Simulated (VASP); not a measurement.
# BaTiO3 (R-3m) in VASP: single point with PBEsol

Aim: the single point of BaTiO3 with PBEsol.

Everything below comes from runs of VASP 6.6.1. Logs are shortened: lines on timing, memory, paths and dates and some standing lists are left out, and cuts for length are marked.

### 1 The cell of the first run

Symmetry: R-3m, No. 166, trigonal system. The conventional cell has a = 5.722 Å, b = 5.722 Å, c = 6.800 Å, α = 90.00°, β = 90.00°, γ = 120.00°. Ba (site symmetry -3m) has 12 O at 2.80 to 2.86 Å and 8 Ti at 3.40 to 3.49 Å within 3.7 Å. Within 2.7 Å of Ti (site symmetry -3m) lie 6 O at 2.00 Å. O (site symmetry 2/m) has 2 Ti at 2.00 Å and 4 Ba at 2.80 to 2.86 Å and 8 O at 2.80 to 2.86 Å within 2.9 Å.

### 2 Single point, PBEsol

INCAR

```
SYSTEM = BaTiO3
PREC = Accurate
ENCUT = 1340
EDIFF = 1E-6
ISMEAR = 0
SIGMA = 0.05
LREAL = .FALSE.
LASPH = .TRUE.
NELM = 120
ALGO = Normal
ISIF = 2
LWAVE = .FALSE.
LCHARG = .FALSE.
GGA = PS
NBANDS = 28
GGA_COMPAT = .FALSE.
```

KPOINTS

```
Automatic mesh
0
G
  6 6 6
  0 0 0
```

POSCAR

```
BaTiO3
1.0
    4.0060000000     -0.0400600000     -0.0400600000
   -0.0400600000      4.0060000000     -0.0400600000
   -0.0400600000     -0.0400600000      4.0060000000
Ba Ti O
1 1 3
Direct
    0.5000000000      0.5000000000      0.5000000000
    0.0000000000      0.0000000000      0.0000000000
    0.5000000000      0.0000000000      0.0000000000
    0.0000000000      0.5000000000      0.0000000000
    0.0000000000      0.0000000000      0.5000000000
```

Potentials or basis: VASP PAW PBE potentials, release 64 (Ba_sv, Ti_sv, O_h).

Started as:

```sh
cat potpaw_PBE.64/Ba_sv/POTCAR potpaw_PBE.64/Ti_sv/POTCAR potpaw_PBE.64/O_h/POTCAR > POTCAR
mpirun -np 1 vasp_std > vasp.out
```

OUTCAR:

```text
SYSTEM = BaTiO3
   PREC = Accurate
   ENCUT = 1340
   EDIFF = 1E-6
   ISMEAR = 0
   LREAL = .FALSE.
   LASPH = .TRUE.
   NELM = 120
   ISIF = 2
   GGA = PS

 ion  position               nearest neighbor table
   1  0.500  0.500  0.500-   3 2.80   4 2.80   5 2.80   3 2.80   4 2.80   5 2.80   5 2.86   3 2.86
                             4 2.86   5 2.86   4 2.86   3 2.86   2 3.40   2 3.40   2 3.49   2 3.49
   2  0.000  0.000  0.000-   3 2.00   4 2.00   5 2.00   5 2.00   4 2.00   3 2.00   1 3.40   1 3.40
                             1 3.49   1 3.49   1 3.49   1 3.49   1 3.49   1 3.49
   3  0.500  0.000  0.000-   2 2.00   2 2.00   1 2.80   1 2.80   1 2.86   1 2.86
   4  0.000  0.500  0.000-   2 2.00   2 2.00   1 2.80   1 2.80   1 2.86   1 2.86
   5  0.000  0.000  0.500-   2 2.00   2 2.00   1 2.80   1 2.80   1 2.86   1 2.86

  LATTYP: Found a trigonal (rhomboedric) cell.
 ALAT       =     4.0064005800
 COS(alpha) =    -0.0198960208

  Lattice vectors:

 A1 = (   4.0060000000,  -0.0400600000,  -0.0400600000)
 A2 = (  -0.0400600000,   4.0060000000,  -0.0400600000)
 A3 = (  -0.0400600000,  -0.0400600000,   4.0060000000)

Analysis of symmetry for initial positions (statically):
=====================================================================
 Subroutine PRICEL returns:
 Original cell was already a primitive cell.

 Routine SETGRP: Setting up the symmetry group for a
 trigonal (rhombohedral) supercell.

 Subroutine GETGRP returns: Found 12 space group operations
 (whereof 12 operations were pure point group operations)
 out of a pool of 12 trial point group operations.

The static configuration has the point symmetry D_3d.

Analysis of symmetry for dynamics (positions and initial velocities):
=====================================================================
 Subroutine PRICEL returns:
 Original cell was already a primitive cell.

 Routine SETGRP: Setting up the symmetry group for a
 trigonal (rhombohedral) supercell.

 Subroutine GETGRP returns: Found 12 space group operations
 (whereof 12 operations were pure point group operations)
 out of a pool of 12 trial point group operations.

The dynamic configuration has the point symmetry D_3d.

 Subroutine INISYM returns: Found 12 space group operations
 (whereof 12 operations are pure point group operations),
 and found     1 'primitive' translations

----------------------------------------------------------------------------------------

                                     Primitive cell

  volume of cell :      64.2690

  direct lattice vectors                    reciprocal lattice vectors
     4.006000000 -0.040060000 -0.040060000     0.249676001  0.002521980  0.002521980
    -0.040060000  4.006000000 -0.040060000     0.002521980  0.249676001  0.002521980
    -0.040060000 -0.040060000  4.006000000     0.002521980  0.002521980  0.249676001

  length of vectors
     4.006400580  4.006400580  4.006400580     0.249701474  0.249701474  0.249701474

  position of ions in fractional coordinates (direct lattice)
     0.500000000  0.500000000  0.500000000
     0.000000000  0.000000000  0.000000000
     0.500000000  0.000000000  0.000000000
     0.000000000  0.500000000  0.000000000
     0.000000000  0.000000000  0.500000000

  ion indices of the primitive-cell ions
   primitive index   ion index
                 1           1
                 2           2
                 3           3
                 4           4
                 5           5

----------------------------------------------------------------------------------------

 KPOINTS: Automatic mesh

Automatic generation of k-mesh.
 Grid dimensions read from file:
 generate k-points for:    6    6    6

 Generating k-lattice:

  Cartesian coordinates                     Fractional coordinates (reciprocal lattice)
     0.041612667  0.000420330  0.000420330     0.166666667 -0.000000000 -0.000000000
     0.000420330  0.041612667  0.000420330    -0.000000000  0.166666667 -0.000000000
     0.000420330  0.000420330  0.041612667    -0.000000000 -0.000000000  0.166666667

  Length of vectors
     0.041616912  0.041616912  0.041616912

  Shift w.r.t. Gamma in fractional coordinates (k-lattice)
     0.000000000  0.000000000  0.000000000

 Subroutine IBZKPT returns following result:
 ===========================================

 Found     32 irreducible k-points:

 Following reciprocal coordinates:
            Coordinates               Weight
  0.000000  0.000000  0.000000      1.000000
  0.166667 -0.000000 -0.000000      6.000000
  0.333333 -0.000000 -0.000000      6.000000
  0.500000  0.000000  0.000000      3.000000
  0.166667  0.166667  0.000000      6.000000
  0.333333  0.166667 -0.000000     12.000000
[... 16 lines left out ...]
  0.500000  0.500000  0.166667      6.000000
 -0.333333  0.500000  0.166667     12.000000
 [... further k-points ...]
   k-points           NKPTS =     32   k-points in BZ     NKDIM =     32   number of bands    NBANDS=     28
   number of dos      NEDOS =    301   number of ions     NIONS =      5
   total plane-waves  NPLWV = 110592
   dimension x,y,z NGX =    48 NGY =   48 NGZ =   48
   dimension x,y,z NGXF=    96 NGYF=   96 NGZF=   96
   ions per type =               1   1   3
   NGX,Y,Z   is equivalent  to a cutoff of  19.92, 19.92, 19.92 a.u.
   NGXF,Y,Z  is equivalent  to a cutoff of  39.84, 39.84, 39.84 a.u.
 SYSTEM =  BaTiO3
   PREC   = accura    normal or accurate (medium, high low for compatibility)
   ISTART =      0    job   : 0-new  1-cont  2-samecut
   ICHARG =      2    charge: 1-file 2-atom 10-const
   ISPIN  =      1    spin polarized calculation?
   LNONCOLLINEAR =      F non collinear calculations
   LSORBIT =      F    spin-orbit coupling
   LASPH  =      T    aspherical Exc in radial PAW
   ENCUT  = 1340.0 eV  98.49 Ry    9.92 a.u.  11.96 11.96 11.96*2*pi/ulx,y,z
   NELM   =    120;   NELMIN=  2; NELMDL= -5     # of ELM steps
   EDIFF  = 0.1E-05   stopping-criterion for ELM
   LREAL  =      F    real-space projection
   EDIFFG = 0.1E-04   stopping-criterion for IOM
   NSW    =      0    number of steps for IOM
   IBRION =     -1    ionic relax: 0-MD 1-quasi-New 2-CG
   NFREE  =      0    steps in history (QN), initial steepest desc. (CG)
   ISIF   =      2    stress and relaxation
   ISYM   =      2    0-nonsym 1-usesym 2-fastsym
   POTIM  = 0.5000    time-step for ionic-motion
   TEBEG  =    0.0;   TEEND  =   0.0 temperature during run
   PSTRESS=    0.0 pullay stress
   NELECT =      40.0000    total number of electrons
   NUPDOWN=      -1.0000    fix difference up-down
   EMIN   =  10.00;   EMAX   =-10.00  energy-range for DOS
   EFERMI =   0.00;   METHOD = LEGACY
   ISMEAR =     0;   SIGMA  =   0.05  broadening in eV -4-tet -1-fermi 0-gaus
   EFERMI_NEDOS =   21; number of points for ismear=-14 and -15
   IALGO  =     38    algorithm
   IMIX   =      4    mixing-type and parameters
     AMIX     =   0.40;   BMIX     =  1.00
     AMIX_MAG =   1.60;   BMIX_MAG =  1.00
  volume/ion in A,a.u.               =      12.85        86.74
  Fermi-wavevector in a.u.,A,eV,Ry     =   1.397744  2.641353 26.581539  1.953688
  Thomas-Fermi vector in A             =   2.520970
   LORBIT       =      0    0 simple, 1 ext, 2 COOP (PROOUT), +10 PAW based schemes
   GGA     = PS    functional components
   LHFCALC =     F    Hartree Fock is set to
   AEXX    =    0.0000 exact exchange contribution
   IVDW    =     0    specifies the selected vdW correction
   LEPSILON=     F    determine dielectric tensor
   LRPA    =     F    only Hartree local field effects (RPA)
 non-spin polarized calculation
 Gauss-broadening in eV      SIGMA  =   0.05
  energy-cutoff  :     1340.00
  volume of cell :       64.27
 maximum number of plane-waves:      7189
   NGX = 23   NGY = 23   NGZ = 23

 number of electron      40.0000000 magnetization

 Free energy of the ion-electron system (eV)
  ---------------------------------------------------
  ext. energy  EPLUGINS =         0.00000000
  ---------------------------------------------------
  free energy    TOTEN  =       -41.96574071 eV

  energy without entropy =      -41.96574071  energy(sigma->0) =      -41.96574071

 E-fermi :   4.3506     XC(G=0): -11.5093

 val. band max:        4.0625774166   @ k =   0.5000   0.5000   0.5000
 cond. band min:       5.6498831543   @ k =   0.0000   0.0000   0.0000
 fundamental gap:      1.5873057376
 Fermi energy:         4.3505732641

 k-point     1 :       0.0000    0.0000    0.0000
  band No.  band energies     occupation
      1     -52.3529      2.00000
      2     -28.6920      2.00000
      3     -28.6663      2.00000
      4     -28.6663      2.00000
      5     -20.7322      2.00000
      6     -12.7778      2.00000
[... 20 lines left out ...]
     27       8.9513      0.00000
     28      11.1737      0.00000

 k-point     2 :       0.1667   -0.0000   -0.0000
  band No.  band energies     occupation
      1     -52.3527      2.00000
      2     -28.6978      2.00000
      3     -28.6733      2.00000
      4     -28.6658      2.00000
      5     -20.7024      2.00000
      6     -12.7994      2.00000
[... 20 lines left out ...]
     27       9.4901      0.00000
     28      11.8286      0.00000

 k-point     3 :       0.3333   -0.0000   -0.0000
  band No.  band energies     occupation
      1     -52.3522      2.00000
      2     -28.7182      2.00000
      3     -28.6781      2.00000
      4     -28.6647      2.00000
      5     -20.6416      2.00000
      6     -12.9269      2.00000
[... 20 lines left out ...]
     27      10.7405      0.00000
     28      12.2569      0.00000

 k-point     4 :       0.5000    0.0000    0.0000
  band No.  band energies     occupation
      1     -52.3519      2.00000
      2     -28.7303      2.00000
      3     -28.6787      2.00000
      4     -28.6642      2.00000
      5     -20.6105      2.00000
      6     -13.0125      2.00000
[... 20 lines left out ...]
     27      11.5022      0.00000
     28      12.1739      0.00000

 k-point     5 :       0.1667    0.1667    0.0000
  band No.  band energies     occupation
      1     -52.3524      2.00000
      2     -28.7014      2.00000
      3     -28.6789      2.00000
      4     -28.6686      2.00000
      5     -20.6742      2.00000
      6     -12.7838      2.00000
[... 20 lines left out ...]
     27      10.0376      0.00000
     28      12.0417      0.00000

 k-point     6 :       0.3333    0.1667   -0.0000
  band No.  band energies     occupation
      1     -52.3519      2.00000
      2     -28.7184      2.00000
      3     -28.6860      2.00000
      4     -28.6684      2.00000
      5     -20.6187      2.00000
      6     -12.8335      2.00000
[... 463 lines left out ...]
      5     -20.5577      2.00000
      6     -12.5242      2.00000
[... 20 lines left out ...]
     27      12.1848      0.00000
     28      12.2787      0.00000

 k-point    22 :      -0.1667    0.3333    0.1667
  band No.  band energies     occupation
      1     -52.3517      2.00000
      2     -28.7183      2.00000
      3     -28.6885      2.00000
      4     -28.6776      2.00000
      5     -20.5995      2.00000
      6     -12.7244      2.00000
[... 20 lines left out ...]
     27      11.4706      0.00000
     28      12.4845      0.00000

 k-point    23 :       0.5000    0.5000    0.1667
  band No.  band energies     occupation
      1     -52.3507      2.00000
      2     -28.7334      2.00000
      3     -28.7159      2.00000
      4     -28.6811      2.00000
      5     -20.5163      2.00000
      6     -12.2792      2.00000
[... 20 lines left out ...]
     27      12.4802      0.00000
     28      12.7670      0.00000

 k-point    24 :      -0.3333    0.5000    0.1667
  band No.  band energies     occupation
      1     -52.3509      2.00000
      2     -28.7301      2.00000
      3     -28.7078      2.00000
      4     -28.6811      2.00000
      5     -20.5357      2.00000
      6     -12.4735      2.00000
[... 20 lines left out ...]
     27      12.1489      0.00000
     28      12.5612      0.00000

 [... further k-points ...]

------------------------ aborting loop because EDIFF is reached ----------------------------------------

  FORCE on cell =-STRESS in cart. coord.  units (eV):
  Direction    XX          YY          ZZ          XY          YZ          ZX
  --------------------------------------------------------------------------------------
  -------------------------------------------------------------------------------------
  Total       -1.1494092     -1.1494092     -1.1494092      1.0103312      1.0103312      1.0103312
  in kB      -28.6538895    -28.6538895    -28.6538895     25.1867817     25.1867817     25.1867817
  external PRESSURE =     -28.6538895 kB  Pullay stress =       0.0000000 kB

 VOLUME and BASIS-vectors are now :
 -----------------------------------------------------------------------------
  energy-cutoff  :     1340.00
  volume of cell :       64.27
      direct lattice vectors                 reciprocal lattice vectors
     4.006000000 -0.040060000 -0.040060000     0.249676001  0.002521980  0.002521980
    -0.040060000  4.006000000 -0.040060000     0.002521980  0.249676001  0.002521980
    -0.040060000 -0.040060000  4.006000000     0.002521980  0.002521980  0.249676001

 POSITION                                       TOTAL-FORCE (eV/Angst)
 -----------------------------------------------------------------------------------
      1.96294      1.96294      1.96294        -0.000000     -0.000000     -0.000000
      0.00000      0.00000      0.00000         0.000000     -0.000000      0.000000
      2.00300     -0.02003     -0.02003         0.000000      0.000000      0.000000
     -0.02003      2.00300     -0.02003         0.000000     -0.000000      0.000000
     -0.02003     -0.02003      2.00300        -0.000000      0.000000      0.000000
 -----------------------------------------------------------------------------------
    total drift:                                0.000000      0.000000      0.000000

  FREE ENERGIE OF THE ION-ELECTRON SYSTEM (eV)
  ---------------------------------------------------
  free  energy   TOTEN  =       -41.9657407107 eV

  energy  without entropy=      -41.9657407107  energy(sigma->0) =      -41.96574071
```

Wall time 1.7 min (1 thread of Intel Xeon Platinum 8559C (Emerald Rapids), shared host); peak memory 0.48 GiB.

What came out:

* Free energy: -41.9657 eV
* Pressure: -2.9 GPa
* Band gap on the k mesh: 1.59 eV (least direct gap 1.65 eV)

Levels at points of the mesh, in eV from the valence-band top:
```csv
k point,band 16,band 17,band 18,band 19,band 20,band 21,band 22,band 23,band 24,band 25
"(0.00, 0.00, 0.00)",-1.10,-1.10,-0.23,-0.23,-0.07,1.59,1.69,1.69,3.88,3.88
"(0.50, 0.00, 0.00)",-2.00,-1.93,-1.83,-0.84,-0.66,1.83,3.43,3.45,3.89,5.89
"(0.50, 0.50, 0.00)",-2.73,-1.77,-0.95,-0.87,-0.12,3.42,3.47,3.86,4.73,7.66
"(0.50, 0.50, 0.50)",-2.51,-2.33,-0.04,-0.04,0.00,4.07,4.14,4.14,6.44,6.67
```

Caveat: the PAW data sets were made with another functional, which shifts forces and pressure a little; spin-orbit coupling is left out, which moves the levels of the heavy elements.
